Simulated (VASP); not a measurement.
# MgS (Niningerite) in VASP: further runs

The runs below take MgS (Niningerite) through single point, with PBE.

Program: VASP 6.6.1. These are calculated values, not measurements. Logs are shortened: lines on timing, memory, paths and dates and some standing lists are left out, and cuts for length are marked.

## 1. The cell of the first run

The structure is cubic, space group Fm-3m (No. 225). Conventional cell: a = 5.203 Å, b = 5.203 Å, c = 5.203 Å, α = 90.00°, β = 90.00°, γ = 90.00°. Within 3.4 Å of Mg (site symmetry m-3m) lie 6 S at 2.60 Å. S (site symmetry m-3m) has 6 Mg at 2.60 Å within 3.4 Å.

## 2. Single point, PBE

Input file INCAR:

```
  PREC = Accurate
  ENCUT = 520
  EDIFF = 1E-7
  ISMEAR = 0
  SIGMA = 0.01
  LREAL = F
  LASPH = T
  NELM = 80
  ALGO = Normal
  ISIF = 2
  LWAVE = F
  LCHARG = T
  GGA = PE
  LELF = T
  LVHAR = T
  NBANDS = 11
```

Input file KPOINTS:

```
Automatic mesh
0
Gamma
  6 6 6
```

Input file POSCAR:

```
MgS
1.0
    0.0000000000      2.6015177399      2.6015177399
    2.6015177399      0.0000000000      2.6015177399
    2.6015177399      2.6015177399      0.0000000000
Mg S
1 1
Direct
    0.0000000000      0.0000000000      0.0000000000
    0.5000000000      0.5000000000      0.5000000000
```

Potentials or basis: VASP PAW PBE potentials, release 64 (Mg, S).

The run is started by

```
cat potpaw_PBE.64/Mg/POTCAR potpaw_PBE.64/S/POTCAR > POTCAR
mpirun -np 1 vasp_std > vasp.out
```

OUTCAR:

```text
PREC = Accurate
   ENCUT = 520
   EDIFF = 1E-7
   ISMEAR = 0
   LREAL = F
   LASPH = T
   NELM = 80
   ISIF = 2
   GGA = PE

 ion  position               nearest neighbor table
   1  0.000  0.000  0.000-   2 2.60   2 2.60   2 2.60   2 2.60   2 2.60   2 2.60
   2  0.500  0.500  0.500-   1 2.60   1 2.60   1 2.60   1 2.60   1 2.60   1 2.60

  LATTYP: Found a face centered cubic cell.
 ALAT       =     5.2030354798

  Lattice vectors:

 A1 = (   0.0000000000,   2.6015177399,   2.6015177399)
 A2 = (   2.6015177399,   0.0000000000,   2.6015177399)
 A3 = (   2.6015177399,   2.6015177399,   0.0000000000)

Analysis of symmetry for initial positions (statically):
=====================================================================
 Subroutine PRICEL returns:
 Original cell was already a primitive cell.

 Routine SETGRP: Setting up the symmetry group for a
 face centered cubic supercell.

 Subroutine GETGRP returns: Found 48 space group operations
 (whereof 48 operations were pure point group operations)
 out of a pool of 48 trial point group operations.

The static configuration has the point symmetry O_h .

Analysis of symmetry for dynamics (positions and initial velocities):
=====================================================================
 Subroutine PRICEL returns:
 Original cell was already a primitive cell.

 Routine SETGRP: Setting up the symmetry group for a
 face centered cubic supercell.

 Subroutine GETGRP returns: Found 48 space group operations
 (whereof 48 operations were pure point group operations)
 out of a pool of 48 trial point group operations.

The dynamic configuration has the point symmetry O_h .

 Subroutine INISYM returns: Found 48 space group operations
 (whereof 48 operations are pure point group operations),
 and found     1 'primitive' translations

----------------------------------------------------------------------------------------

                                     Primitive cell

  volume of cell :      35.2136

  direct lattice vectors                    reciprocal lattice vectors
     0.000000000  2.601517740  2.601517740    -0.192195499  0.192195499  0.192195499
     2.601517740  0.000000000  2.601517740     0.192195499 -0.192195499  0.192195499
     2.601517740  2.601517740  0.000000000     0.192195499  0.192195499 -0.192195499

  length of vectors
     3.679101671  3.679101671  3.679101671     0.332892369  0.332892369  0.332892369

  position of ions in fractional coordinates (direct lattice)
     0.000000000  0.000000000  0.000000000
     0.500000000  0.500000000  0.500000000

  ion indices of the primitive-cell ions
   primitive index   ion index
                 1           1
                 2           2

----------------------------------------------------------------------------------------

 KPOINTS: Automatic mesh

Automatic generation of k-mesh.
 Grid dimensions read from file:
 generate k-points for:    6    6    6

 Generating k-lattice:

  Cartesian coordinates                     Fractional coordinates (reciprocal lattice)
    -0.032032583  0.032032583  0.032032583     0.166666667  0.000000000  0.000000000
     0.032032583 -0.032032583  0.032032583     0.000000000  0.166666667  0.000000000
     0.032032583  0.032032583 -0.032032583     0.000000000  0.000000000  0.166666667

  Length of vectors
     0.055482062  0.055482062  0.055482062

  Shift w.r.t. Gamma in fractional coordinates (k-lattice)
     0.000000000  0.000000000  0.000000000

 Subroutine IBZKPT returns following result:
 ===========================================

 Found     16 irreducible k-points:

 Following reciprocal coordinates:
            Coordinates               Weight
  0.000000  0.000000  0.000000      1.000000
  0.166667  0.000000  0.000000      8.000000
  0.333333  0.000000  0.000000      8.000000
  0.500000  0.000000  0.000000      4.000000
  0.166667  0.166667  0.000000      6.000000
  0.333333  0.166667  0.000000     24.000000
[... 8 lines left out ...]
 -0.333333  0.333333  0.166667     24.000000
 -0.333333  0.500000  0.166667     12.000000
   k-points           NKPTS =     16   k-points in BZ     NKDIM =     16   number of bands    NBANDS=     11
   number of dos      NEDOS =    301   number of ions     NIONS =      2
   total plane-waves  NPLWV =  21952
   dimension x,y,z NGX =    28 NGY =   28 NGZ =   28
   dimension x,y,z NGXF=    56 NGYF=   56 NGZF=   56
   ions per type =               1   1
   NGX,Y,Z   is equivalent  to a cutoff of  12.65, 12.65, 12.65 a.u.
   NGXF,Y,Z  is equivalent  to a cutoff of  25.30, 25.30, 25.30 a.u.
 SYSTEM =  unknown system
   PREC   = accura    normal or accurate (medium, high low for compatibility)
   ISTART =      0    job   : 0-new  1-cont  2-samecut
   ICHARG =      2    charge: 1-file 2-atom 10-const
   ISPIN  =      1    spin polarized calculation?
   LNONCOLLINEAR =      F non collinear calculations
   LSORBIT =      F    spin-orbit coupling
   LASPH  =      T    aspherical Exc in radial PAW
   ENCUT  =  520.0 eV  38.22 Ry    6.18 a.u.   6.84  6.84  6.84*2*pi/ulx,y,z
   NELM   =     80;   NELMIN=  2; NELMDL= -5     # of ELM steps
   EDIFF  = 0.1E-06   stopping-criterion for ELM
   LREAL  =      F    real-space projection
   EDIFFG = 0.1E-05   stopping-criterion for IOM
   NSW    =      0    number of steps for IOM
   IBRION =     -1    ionic relax: 0-MD 1-quasi-New 2-CG
   NFREE  =      0    steps in history (QN), initial steepest desc. (CG)
   ISIF   =      2    stress and relaxation
   ISYM   =      2    0-nonsym 1-usesym 2-fastsym
   POTIM  = 0.5000    time-step for ionic-motion
   TEBEG  =    0.0;   TEEND  =   0.0 temperature during run
   PSTRESS=    0.0 pullay stress
   NELECT =       8.0000    total number of electrons
   NUPDOWN=      -1.0000    fix difference up-down
   EMIN   =  10.00;   EMAX   =-10.00  energy-range for DOS
   EFERMI =   0.00;   METHOD = LEGACY
   ISMEAR =     0;   SIGMA  =   0.01  broadening in eV -4-tet -1-fermi 0-gaus
   EFERMI_NEDOS =   21; number of points for ismear=-14 and -15
   IALGO  =     38    algorithm
   IMIX   =      4    mixing-type and parameters
     AMIX     =   0.40;   BMIX     =  1.00
     AMIX_MAG =   1.60;   BMIX_MAG =  1.00
  volume/ion in A,a.u.               =      17.61       118.82
  Fermi-wavevector in a.u.,A,eV,Ry     =   0.998929  1.887702 13.576703  0.997860
  Thomas-Fermi vector in A             =   2.131185
   LORBIT       =      0    0 simple, 1 ext, 2 COOP (PROOUT), +10 PAW based schemes
   GGA     = PE    functional components
   LHFCALC =     F    Hartree Fock is set to
   AEXX    =    0.0000 exact exchange contribution
   IVDW    =     0    specifies the selected vdW correction
   LEPSILON=     F    determine dielectric tensor
   LRPA    =     F    only Hartree local field effects (RPA)
 non-spin polarized calculation
 Gauss-broadening in eV      SIGMA  =   0.01
  energy-cutoff  :      520.00
  volume of cell :       35.21
 maximum number of plane-waves:       960
   NGX = 13   NGY = 13   NGZ = 13

 number of electron       8.0000000 magnetization

 Free energy of the ion-electron system (eV)
  ---------------------------------------------------
  ext. energy  EPLUGINS =         0.00000000
  ---------------------------------------------------
  free energy    TOTEN  =        -8.49917630 eV

  energy without entropy =       -8.49917630  energy(sigma->0) =       -8.49917630

 E-fermi :   3.8029     XC(G=0):  -9.6882

 val. band max:        3.7288656806   @ k =   0.0000   0.0000   0.0000
 cond. band min:       6.5026460881   @ k =   0.5000   0.5000   0.0000
 fundamental gap:      2.7737804075
 Fermi energy:         3.8029003468

 k-point     1 :       0.0000    0.0000    0.0000
  band No.  band energies     occupation
      1      -8.9389      2.00000
      2       3.7289      2.00000
      3       3.7289      2.00000
      4       3.7289      2.00000
      5       7.4393      0.00000
      6      11.6819      0.00000
      7      11.6819      0.00000
      8      11.6819      0.00000
      9      14.0774      0.00000
     10      14.0774      0.00000
     11      16.2661      0.00000

 k-point     2 :       0.1667    0.0000    0.0000
  band No.  band energies     occupation
      1      -8.6752      2.00000
      2       2.1003      2.00000
      3       3.5602      2.00000
      4       3.5602      2.00000
      5       8.5377      0.00000
      6      11.3857      0.00000
      7      11.9430      0.00000
      8      11.9430      0.00000
      9      13.3769      0.00000
     10      13.3769      0.00000
     11      16.1621      0.00000

 k-point     3 :       0.3333    0.0000    0.0000
  band No.  band energies     occupation
      1      -8.0389      2.00000
      2      -0.1117      2.00000
      3       3.2681      2.00000
      4       3.2681      2.00000
      5       8.5116      0.00000
      6      11.0670      0.00000
      7      11.0670      0.00000
      8      13.0747      0.00000
      9      15.2422      0.00000
     10      15.2422      0.00000
     11      15.2865      0.00000

 k-point     4 :       0.5000    0.0000    0.0000
  band No.  band energies     occupation
      1      -7.6329      2.00000
      2      -1.1015      2.00000
      3       3.1394      2.00000
      4       3.1394      2.00000
      5       8.2762      0.00000
      6      10.6349      0.00000
      7      10.6349      0.00000
      8      13.8432      0.00000
      9      15.8832      0.00000
     10      18.1156      0.00000
     11      18.1156      0.00000

 k-point     5 :       0.1667    0.1667    0.0000
  band No.  band energies     occupation
      1      -8.5896      2.00000
      2       2.1960      2.00000
      3       3.1983      2.00000
      4       3.1983      2.00000
      5       9.0528      0.00000
      6      10.2426      0.00000
      7      11.6372      0.00000
      8      12.8121      0.00000
      9      12.8121      0.00000
     10      14.5365      0.00000
     11      17.8760      0.00000
[... 99 lines left out ...]
 k-point    13 :       0.5000    0.5000    0.0000
  band No.  band energies     occupation
      1      -7.2616      2.00000
      2      -0.4652      2.00000
      3       2.0461      2.00000
      4       2.0461      2.00000
      5       6.5026      0.00000
      6       8.1226      0.00000
      7      15.7344      0.00000
      8      16.5475      0.00000
      9      17.1016      0.00000
     10      17.1016      0.00000
     11      19.5677      0.00000

 k-point    14 :       0.5000    0.3333    0.1667
  band No.  band energies     occupation
      1      -7.6058      2.00000
      2       0.0430      2.00000
      3       1.5378      2.00000
      4       2.4967      2.00000
      5       9.0139      0.00000
      6      10.3511      0.00000
      7      11.0459      0.00000
      8      13.5657      0.00000
      9      15.2803      0.00000
     10      18.5648      0.00000
     11      19.0454      0.00000

 k-point    15 :      -0.3333    0.3333    0.1667
  band No.  band energies     occupation
      1      -7.3303      2.00000
      2      -0.1945      2.00000
      3       1.0168      2.00000
      4       2.1437      2.00000
      5       9.0527      0.00000
      6      10.4478      0.00000
      7      12.4162      0.00000
      8      12.6534      0.00000
      9      15.9635      0.00000
     10      17.6280      0.00000
     11      19.4374      0.00000

 k-point    16 :      -0.3333    0.5000    0.1667
  band No.  band energies     occupation
      1      -7.2280      2.00000
      2      -0.0221      2.00000
      3       1.1493      2.00000
      4       1.5157      2.00000
      5       8.1366      0.00000
      6       9.9515      0.00000
      7      12.8874      0.00000
      8      13.5306      0.00000
      9      17.5323      0.00000
     10      18.7679      0.00000
     11      19.1957      0.00000

------------------------ aborting loop because EDIFF is reached ----------------------------------------

  FORCE on cell =-STRESS in cart. coord.  units (eV):
  Direction    XX          YY          ZZ          XY          YZ          ZX
  --------------------------------------------------------------------------------------
  -------------------------------------------------------------------------------------
  Total        0.1974536      0.1974536      0.1974536      0.0000000     -0.0000000      0.0000000
  in kB        8.9839093      8.9839093      8.9839093      0.0000000     -0.0000000      0.0000000
  external PRESSURE =       8.9839093 kB  Pullay stress =       0.0000000 kB

 VOLUME and BASIS-vectors are now :
 -----------------------------------------------------------------------------
  energy-cutoff  :      520.00
  volume of cell :       35.21
      direct lattice vectors                 reciprocal lattice vectors
     0.000000000  2.601517740  2.601517740    -0.192195499  0.192195499  0.192195499
     2.601517740  0.000000000  2.601517740     0.192195499 -0.192195499  0.192195499
     2.601517740  2.601517740  0.000000000     0.192195499  0.192195499 -0.192195499

 POSITION                                       TOTAL-FORCE (eV/Angst)
 -----------------------------------------------------------------------------------
      0.00000      0.00000      0.00000        -0.000000     -0.000000      0.000000
      2.60152      2.60152      2.60152         0.000000      0.000000     -0.000000
 -----------------------------------------------------------------------------------
    total drift:                                0.000000      0.000000      0.000000

  FREE ENERGIE OF THE ION-ELECTRON SYSTEM (eV)
  ---------------------------------------------------
  free  energy   TOTEN  =        -8.4991763047 eV

  energy  without entropy=       -8.4991763047  energy(sigma->0) =       -8.49917630
```

Wall time 5 s (1 thread of Intel Xeon 6975P-C (Granite Rapids), shared host); peak memory 0.15 GiB.

What came out:

* Free energy: -8.4992 eV
* Pressure: 0.9 GPa
* Band gap on the k mesh: 2.77 eV, indirect (least direct gap 3.71 eV)

## 3. Single point, PBE (strain +5.2%)

Input file INCAR:

```
SYSTEM = MgS
PREC = Accurate ; ENCUT = 520
EDIFF = 1E-6 ; ISMEAR = 0
SIGMA = 0.01 ; LREAL = .False.
LASPH = .True. ; NELM = 100
ALGO = Normal ; ISIF = 2
LWAVE = .False. ; LCHARG = .False.
GGA = PE ; NBANDS = 11
```

Input file KPOINTS:

```
Automatic mesh
0
Gamma
  6 6 6
  0 0 0
```

Input file POSCAR:

```
MgS
1.0
    0.0000000000      2.7365365106      2.7365365106
    2.7365365106      0.0000000000      2.7365365106
    2.7365365106      2.7365365106      0.0000000000
Mg S
1 1
Direct
    0.0000000000      0.0000000000      0.0000000000
    0.5000000000      0.5000000000      0.5000000000
```

Potentials or basis: VASP PAW PBE potentials, release 64 (Mg, S).

The run is started by

```
cat potpaw_PBE.64/Mg/POTCAR potpaw_PBE.64/S/POTCAR > POTCAR
mpirun -np 1 vasp_std > vasp.out
```

It took 5.7 s on 1 thread of Intel Xeon 6975P-C (Granite Rapids), shared host; peak memory 0.15 GiB.

The run converged. Its results:

- Free energy: -8.3536 eV
- Pressure: -7.9 GPa
- Band gap on the k mesh: 2.43 eV, indirect (least direct gap 2.62 eV)

Levels at points of the mesh, in eV from the valence-band top:
```
           k point  band 1  band 2  band 3  band 4  band 5  band 6  band 7  band 8  band 9
(0.00, 0.00, 0.00)  -11.90    0.00    0.00    0.00    2.62    8.00    8.00    8.00   10.15
(0.50, 0.00, 0.00)  -10.94   -4.09   -0.44   -0.44    4.31    6.69    6.69    8.49   11.36
(0.50, 0.50, 0.00)  -10.67   -3.46   -1.37   -1.37    2.43    4.78   10.58   11.87   11.87
```

Caveat: the cell differs from its parent crystal (strain +5.2%). A k mesh can miss the band edges.

## 4. Single point, PBE

Input file INCAR:

```
SYSTEM = MgS
  ALGO = Normal
  EDIFF = 1E-6
  ENCUT = 520
  GGA = PE
  ISIF = 2
  ISMEAR = -1
  LASPH = .TRUE.
  LCHARG = .FALSE.
  LREAL = .FALSE.
  LWAVE = .FALSE.
  NBANDS = 11
  NELM = 80
  PREC = Accurate
  SIGMA = 0.02
```

Input file KPOINTS:

```
k-points
0
G
  8 8 8
  0 0 0
```

Input file POSCAR:

```
MgS
1.0
    0.0000000000      2.6015177399      2.6015177399
    2.6015177399      0.0000000000      2.6015177399
    2.6015177399      2.6015177399      0.0000000000
Mg S
1 1
Direct
    0.0000000000      0.0000000000      0.0000000000
    0.5000000000      0.5000000000      0.5000000000
```

The run is started by

```
cat potpaw_PBE.64/Mg/POTCAR potpaw_PBE.64/S/POTCAR > POTCAR
mpirun -np 1 vasp_std > vasp.out
```

Run time: 7 s. Hardware: 1 thread of Intel Xeon 6975P-C (Granite Rapids), shared host; peak memory 0.15 GiB.

Results (log left out):

```yaml
Free_energy: -8.5018 eV
Pressure: 0.9 GPa
Band_gap_on_the_k_mesh: 2.78 eV, indirect (least direct gap 3.71 eV)
```

Levels at points of the mesh, in eV from the valence-band top:
| k point | band 2 | band 3 | band 4 | band 5 | band 6 | band 7 |
| --- | --- | --- | --- | --- | --- | --- |
| (0.00, 0.00, 0.00) | 0.00 | 0.00 | 0.00 | 3.71 | 7.95 | 7.95 |
| (0.50, 0.00, 0.00) | -4.83 | -0.59 | -0.59 | 4.55 | 6.91 | 6.91 |
| (0.50, 0.50, 0.00) | -4.19 | -1.68 | -1.68 | 2.78 | 4.40 | 12.01 |

[end of part 1 of 2]
